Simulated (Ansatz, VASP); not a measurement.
# AlN in VASP and in Ansatz

```
Al N
1.0
     3.36100    0.00000    0.00000
    -1.68050    2.91071    0.00000
     0.00000    0.00000    4.26550
Al N
2 2
Cartesian
  0.0000 1.9405 3.1991
  1.6805 0.9702 1.0664
  0.0000 1.9405 1.0664
  1.6805 0.9702 3.1991
```

Alike in both runs: task single point; functional PBEsol; k mesh 9 × 9 × 6; occupations gaussian, width 0.05 eV; no spin polarisation.

|  | VASP | Ansatz |
| --- | --- | --- |
| version | VASP 6.6.1 | Ansatz 0.2.0 |
| potentials or method | VASP PAW PBE potentials, release 64 (Al, N), cutoff 520 eV | scalar-relativistic, plane waves, PAW |
| valence electrons in the cell | 16 | 16 |

```csv
,VASP,Ansatz,Ansatz less VASP
gap on the k mesh at the Fermi level (eV),2.82,2.81,-0.011
least direct gap on the mesh (eV),2.82,2.81,-0.011
pressure (GPa),-12.2,-12.1,+0.09
"traceless stress, the component that is largest in VASP (GPa)",0.36,0.37,+0.011
```

VASP's potentials were made for PBE, not for PBEsol. The functional is the same, so the differences come from potentials, cutoffs and numerics.
